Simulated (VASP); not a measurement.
# Pb (P-1) in VASP: electric field gradients with PBE

Aim: the electric field gradients of Pb with PBE.

Program: VASP 6.6.1. These are calculated values, not measurements. Logs are shortened: lines on timing, memory, paths and dates and some standing lists are left out, and cuts for length are marked.

## 1. The cell of the first run

The typed cell holds 2 atoms: a = 3.480 Å, b = 3.465 Å, c = 5.590 Å, α = 89.79°, β = 89.43°, γ = 119.57°.

## 2. Electric field gradients, PBE (equal xy, yz and zx shear strains of +1 %)

Input file INCAR:

```
SYSTEM = Pb
PREC = Accurate
ENCUT = 520
EDIFF = 1E-8
ISMEAR = -1
SIGMA = 0.05
LREAL = .FALSE.
LASPH = .TRUE.
NELM = 60
ALGO = Normal
ISIF = 2
LWAVE = .FALSE.
LCHARG = .FALSE.
GGA = PE
LEFG = .TRUE.
NBANDS = 21
```

Input file KPOINTS:

```
regular mesh
0
G
  12 12 7
  0 0 0
```

Input file POSCAR:

```
Pb
1.0
    3.4800006906      0.0174000034      0.0174000034
   -1.7249315003      3.0050690015      0.0063688433
    0.0279500000      0.0279500000      5.5900000000
Pb
2
Direct
    0.3333333333      0.6666666667      0.2500000000
    0.6666666667      0.3333333333      0.7500000000
```

Potentials or basis: VASP PAW PBE potentials, release 64 (Pb_d).

The run is started by

```
$ cat potpaw_PBE.64/Pb_d/POTCAR > POTCAR
$ mpirun -np 1 vasp_std > vasp.out
```

OUTCAR:

```text
SYSTEM = Pb
   PREC = Accurate
   ENCUT = 520
   EDIFF = 1E-8
   ISMEAR = -1
   LREAL = .FALSE.
   LASPH = .TRUE.
   NELM = 60
   ISIF = 2
   GGA = PE

 ion  position               nearest neighbor table
   1  0.333  0.667  0.250-   2 3.43   2 3.43   2 3.43   2 3.44   2 3.46   2 3.47
   2  0.667  0.333  0.750-   1 3.43   1 3.43   1 3.43   1 3.44   1 3.46   1 3.47

  LATTYP: Found a triclinic cell.
 ALAT       =     3.4951611846
 B/A-ratio  =     0.9913558883
 C/A-ratio  =     1.5993939773
 COS(alpha) =     0.0036852528
 COS(beta)  =     0.0136346634
 COS(gamma) =     0.5000188430

  Lattice vectors:

 A1 = (   1.7550691903,   3.0224690049,   0.0237688467)
 A2 = (  -1.7249315003,   3.0050690015,   0.0063688433)
 A3 = (   0.0279500000,   0.0279500000,   5.5900000000)

Analysis of symmetry for initial positions (statically):
=====================================================================
 Subroutine PRICEL returns:
 Original cell was already a primitive cell.

 Routine SETGRP: Setting up the symmetry group for a
 triclinic supercell.

 Subroutine GETGRP returns: Found  2 space group operations
 (whereof  2 operations were pure point group operations)
 out of a pool of  2 trial point group operations.

The static configuration has the point symmetry S_2 .

Analysis of symmetry for dynamics (positions and initial velocities):
=====================================================================
 Subroutine PRICEL returns:
 Original cell was already a primitive cell.

 Routine SETGRP: Setting up the symmetry group for a
 triclinic supercell.

 Subroutine GETGRP returns: Found  2 space group operations
 (whereof  2 operations were pure point group operations)
 out of a pool of  2 trial point group operations.

The dynamic configuration has the point symmetry S_2 .

 Subroutine INISYM returns: Found  2 space group operations
 (whereof  2 operations are pure point group operations),
 and found     1 'primitive' translations

----------------------------------------------------------------------------------------

                                     Primitive cell

  volume of cell :      58.6231

  direct lattice vectors                    reciprocal lattice vectors
     3.480000691  0.017400003  0.017400003     0.286545122  0.164483767 -0.002255144
    -1.724931500  3.005069001  0.006368843    -0.001650880  0.331826942 -0.001650880
     0.027950000  0.027950000  5.590000000    -0.000890049 -0.000890049  0.178899777

  length of vectors
     3.480087690  3.464948621  5.590139748     0.330405966  0.331835156  0.178904205

  position of ions in fractional coordinates (direct lattice)
     0.333333333  0.666666667  0.250000000
     0.666666667  0.333333333  0.750000000

  ion indices of the primitive-cell ions
   primitive index   ion index
                 1           1
                 2           2

----------------------------------------------------------------------------------------

 KPOINTS: regular mesh

Automatic generation of k-mesh.
 Grid dimensions read from file:
 generate k-points for:   12   12    7

 Generating k-lattice:

  Cartesian coordinates                     Fractional coordinates (reciprocal lattice)
     0.023878760  0.013706981 -0.000187929     0.083333333 -0.000000000  0.000000000
    -0.000137573  0.027652245 -0.000137573     0.000000000  0.083333333  0.000000000
    -0.000127150 -0.000127150  0.025557111     0.000000000  0.000000000  0.142857143

  Length of vectors
     0.027533830  0.027652930  0.025557744

  Shift w.r.t. Gamma in fractional coordinates (k-lattice)
     0.000000000  0.000000000  0.000000000

 Subroutine IBZKPT returns following result:
 ===========================================

 Found    506 irreducible k-points:

 Following reciprocal coordinates:
            Coordinates               Weight
  0.000000  0.000000  0.000000      1.000000
  0.083333 -0.000000 -0.000000      2.000000
  0.166667 -0.000000  0.000000      2.000000
  0.250000 -0.000000  0.000000      2.000000
  0.333333 -0.000000  0.000000      2.000000
  0.416667  0.000000  0.000000      2.000000
[... 16 lines left out ...]
  0.250000  0.166667  0.000000      2.000000
  0.333333  0.166667 -0.000000      2.000000
 [... further k-points ...]
   k-points           NKPTS =    506   k-points in BZ     NKDIM =    506   number of bands    NBANDS=     21
   number of dos      NEDOS =    301   number of ions     NIONS =      2
   total plane-waves  NPLWV =  32928
   dimension x,y,z NGX =    28 NGY =   28 NGZ =   42
   dimension x,y,z NGXF=    56 NGYF=   56 NGZF=   84
   ions per type =               2
   NGX,Y,Z   is equivalent  to a cutoff of  13.38, 13.43, 12.49 a.u.
   NGXF,Y,Z  is equivalent  to a cutoff of  26.75, 26.87, 24.98 a.u.
 SYSTEM =  Pb
   PREC   = accura    normal or accurate (medium, high low for compatibility)
   ISTART =      0    job   : 0-new  1-cont  2-samecut
   ICHARG =      2    charge: 1-file 2-atom 10-const
   ISPIN  =      1    spin polarized calculation?
   LNONCOLLINEAR =      F non collinear calculations
   LSORBIT =      F    spin-orbit coupling
   LASPH  =      T    aspherical Exc in radial PAW
   ENCUT  =  520.0 eV  38.22 Ry    6.18 a.u.   6.47  6.44 10.39*2*pi/ulx,y,z
   NELM   =     60;   NELMIN=  2; NELMDL= -5     # of ELM steps
   EDIFF  = 0.1E-07   stopping-criterion for ELM
   LREAL  =      F    real-space projection
   EDIFFG = 0.1E-06   stopping-criterion for IOM
   NSW    =      0    number of steps for IOM
   IBRION =     -1    ionic relax: 0-MD 1-quasi-New 2-CG
   NFREE  =      0    steps in history (QN), initial steepest desc. (CG)
   ISIF   =      2    stress and relaxation
   ISYM   =      2    0-nonsym 1-usesym 2-fastsym
   POTIM  = 0.5000    time-step for ionic-motion
   TEBEG  =    0.0;   TEEND  =   0.0 temperature during run
   PSTRESS=    0.0 pullay stress
   NELECT =      28.0000    total number of electrons
   NUPDOWN=      -1.0000    fix difference up-down
   EMIN   =  10.00;   EMAX   =-10.00  energy-range for DOS
   EFERMI =   0.00;   METHOD = LEGACY
   ISMEAR =    -1;   SIGMA  =   0.05  broadening in eV -4-tet -1-fermi 0-gaus
   EFERMI_NEDOS =   21; number of points for ismear=-14 and -15
   IALGO  =     38    algorithm
   IMIX   =      4    mixing-type and parameters
     AMIX     =   0.40;   BMIX     =  1.00
     AMIX_MAG =   1.60;   BMIX_MAG =  1.00
  volume/ion in A,a.u.               =      29.31       197.80
  Fermi-wavevector in a.u.,A,eV,Ry     =   1.279690  2.418263 22.280974  1.637605
  Thomas-Fermi vector in A             =   2.412161
   LORBIT       =      0    0 simple, 1 ext, 2 COOP (PROOUT), +10 PAW based schemes
   GGA     = PE    functional components
   LHFCALC =     F    Hartree Fock is set to
   AEXX    =    0.0000 exact exchange contribution
   IVDW    =     0    specifies the selected vdW correction
   LEPSILON=     F    determine dielectric tensor
   LRPA    =     F    only Hartree local field effects (RPA)
 non-spin polarized calculation
  energy-cutoff  :      520.00
  volume of cell :       58.62
 maximum number of plane-waves:      1599
 NGX is ok and might be reduce to    28
   NGX = 13   NGY = 13   NGZ = 21

 number of electron      28.0000005 magnetization

 Free energy of the ion-electron system (eV)
  ---------------------------------------------------
  ext. energy  EPLUGINS =         0.00000000
  ---------------------------------------------------
  free energy    TOTEN  =        -7.02723831 eV

  energy without entropy =       -7.01609545  energy(sigma->0) =       -7.02166688

 E-fermi :   7.6484     XC(G=0): -10.3508

 val. band max:        7.6481007374   @ k =   0.2500   0.3333  -0.0000
 cond. band min:       7.6524678081   @ k =   0.0833   0.1667   0.4286
 fundamental gap:      0.0043670707
 Fermi energy:         7.6484305010

 k-point     1 :       0.0000    0.0000    0.0000
  band No.  band energies     occupation
      1      -9.4784      2.00000
      2      -9.4317      2.00000
      3      -9.4175      2.00000
      4      -9.4014      2.00000
      5      -9.3920      2.00000
      6      -9.3775      2.00000
[... 13 lines left out ...]
     20      16.7069      0.00000
     21      19.1506      0.00000

 k-point     2 :       0.0833   -0.0000   -0.0000
  band No.  band energies     occupation
      1      -9.4758      2.00000
      2      -9.4404      2.00000
      3      -9.4004      2.00000
      4      -9.3865      2.00000
      5      -9.3849      2.00000
      6      -9.3624      2.00000
[... 13 lines left out ...]
     20      17.3499      0.00000
     21      18.5826      0.00000

 k-point     3 :       0.1667   -0.0000    0.0000
  band No.  band energies     occupation
      1      -9.4963      2.00000
      2      -9.4245      2.00000
      3      -9.3938      2.00000
      4      -9.3822      2.00000
      5      -9.3727      2.00000
      6      -9.3435      2.00000
[... 13 lines left out ...]
     20      17.7959      0.00000
     21      18.4398      0.00000

 k-point     4 :       0.2500   -0.0000    0.0000
  band No.  band energies     occupation
      1      -9.5322      2.00000
      2      -9.4189      2.00000
      3      -9.4158      2.00000
      4      -9.3952      2.00000
      5      -9.3703      2.00000
      6      -9.2814      2.00000
[... 13 lines left out ...]
     20      17.1234      0.00000
     21      18.5386      0.00000

 k-point     5 :       0.3333   -0.0000    0.0000
  band No.  band energies     occupation
      1      -9.5668      2.00000
      2      -9.4565      2.00000
      3      -9.4287      2.00000
      4      -9.4157      2.00000
      5      -9.3338      2.00000
      6      -9.2698      2.00000
[... 13 lines left out ...]
     20      16.5510      0.00000
     21      18.3297      0.00000
[... 382 lines left out ...]
     20      16.8012      0.00000
     21      18.3011      0.00000

 k-point    22 :       0.1667    0.1667   -0.0000
  band No.  band energies     occupation
      1      -9.4681      2.00000
      2      -9.4641      2.00000
      3      -9.4408      2.00000
      4      -9.4006      2.00000
      5      -9.3392      2.00000
      6      -9.3139      2.00000
[... 13 lines left out ...]
     20      17.2897      0.00000
     21      18.0738      0.00000

 k-point    23 :       0.2500    0.1667    0.0000
  band No.  band energies     occupation
      1      -9.4960      2.00000
      2      -9.4811      2.00000
      3      -9.4247      2.00000
      4      -9.4062      2.00000
      5      -9.3274      2.00000
      6      -9.2783      2.00000
[... 13 lines left out ...]
     20      17.2312      0.00000
     21      19.6382      0.00000

 k-point    24 :       0.3333    0.1667   -0.0000
  band No.  band energies     occupation
      1      -9.5170      2.00000
      2      -9.5108      2.00000
      3      -9.4065      2.00000
      4      -9.3952      2.00000
      5      -9.3128      2.00000
      6      -9.3010      2.00000
[... 13 lines left out ...]
     20      16.9701      0.00000
     21      20.9265      0.00000

 [... further k-points ...]

------------------------ aborting loop because EDIFF is reached ----------------------------------------

  FORCE on cell =-STRESS in cart. coord.  units (eV):
  Direction    XX          YY          ZZ          XY          YZ          ZX
  --------------------------------------------------------------------------------------
  -------------------------------------------------------------------------------------
  Total        1.3964642      1.4015188      1.5101672     -0.0391306     -0.0566993     -0.0567377
  in kB       38.1655711     38.3037119     41.2730908     -1.0694460     -1.5496011     -1.5506498
  external PRESSURE =      39.2474579 kB  Pullay stress =       0.0000000 kB

 VOLUME and BASIS-vectors are now :
 -----------------------------------------------------------------------------
  energy-cutoff  :      520.00
  volume of cell :       58.62
      direct lattice vectors                 reciprocal lattice vectors
     3.480000691  0.017400003  0.017400003     0.286545122  0.164483767 -0.002255144
    -1.724931500  3.005069001  0.006368843    -0.001650880  0.331826942 -0.001650880
     0.027950000  0.027950000  5.590000000    -0.000890049 -0.000890049  0.178899777

 POSITION                                       TOTAL-FORCE (eV/Angst)
 -----------------------------------------------------------------------------------
      0.01703      2.01617      1.40755        -0.003084     -0.000145      0.001141
      1.76599      1.03425      4.20622         0.003084      0.000145     -0.001141
 -----------------------------------------------------------------------------------
    total drift:                                0.000000     -0.000000     -0.000000

  FREE ENERGIE OF THE ION-ELECTRON SYSTEM (eV)
  ---------------------------------------------------
  free  energy   TOTEN  =        -7.0272383098 eV

  energy  without entropy=       -7.0160954526  energy(sigma->0) =       -7.02166688

 Electric field gradients (V/A^2)
---------------------------------------------------------------------
 ion       V_xx      V_yy      V_zz      V_xy      V_xz      V_yz
---------------------------------------------------------------------
   1       4.874     4.689    -9.563     3.784     8.459     8.524
   2       4.874     4.689    -9.563     3.784     8.459     8.524
---------------------------------------------------------------------

 Electric field gradients after diagonalization (V/A^2)
 (convention: |V_zz| > |V_xx| > |V_yy|)
----------------------------------------------------------------------
 ion       V_xx      V_yy      V_zz     asymmetry (V_yy - V_xx)/ V_zz
----------------------------------------------------------------------
   1      14.547     0.998   -15.545       0.872
   2      14.547     0.998   -15.545       0.872
----------------------------------------------------------------------

           NMR quadrupolar parameters

 Cq : quadrupolar parameter    Cq=e*Q*V_zz/h
 eta: asymmetry parameters     (V_yy - V_xx)/ V_zz
 Q  : nuclear electric quadrupole moment in mb (millibarn)
----------------------------------------------------------------------
 ion       Cq(MHz)       eta       Q (mb)
----------------------------------------------------------------------
   1      -0.038       0.872       1.000
   2      -0.038       0.872       1.000
----------------------------------------------------------------------
```

Run time: 4.1 min. Hardware: 1 thread of Intel Xeon Platinum 8488C (Sapphire Rapids), shared host; peak memory 0.55 GiB.

What came out:

```
Free energy                             : -7.0272 eV
Pressure                                : 3.9 GPa
Largest force                           : 0.003 eV/Å
Band gap on the k mesh                  : zero (bands 14 and 15 overlap by 7.63 eV)
Largest electric field gradient by atom : Pb -15.5 V/Å²
```

Forces in eV/Å, atoms in the order of the input:
```
Pb  -0.003  0.000  0.001
Pb   0.003  0.000 -0.001
```

Levels at points of the mesh, in eV from the Fermi level:
```tsv
k point	band 10	band 11	band 12	band 13	band 14	band 15	band 16	band 17	band 18	band 19
(0.00, 0.00, 0.00)	-16.80	-11.97	-8.00	-4.31	5.52	5.65	7.41	7.56	8.16	8.79
(0.50, 0.00, 0.00)	-16.77	-8.46	-7.19	-2.91	-1.43	-0.57	1.76	2.08	5.91	6.26
(0.00, 0.50, 0.00)	-16.77	-8.41	-7.16	-2.90	-1.42	-0.53	1.78	1.98	5.79	6.17
(0.50, 0.50, 0.00)	-16.77	-8.36	-7.13	-2.88	-1.40	-0.49	1.80	1.87	5.68	6.07
```

Electric field gradients, principal values (V/Å²):
```tsv
atom	least	middle	greatest (by size)
1 Pb	0.998	14.547	-15.545
2 Pb	0.998	14.547	-15.545
```

Caveat: the cell differs from its parent crystal (equal xy, yz and zx shear strains of +1 %); the cell stands under pressure; without QUAD_EFG the Cq values of the log hold for a quadrupole moment of 1 mb, not for the nuclei; spin-orbit coupling is left out, which moves the levels of the heavy elements.
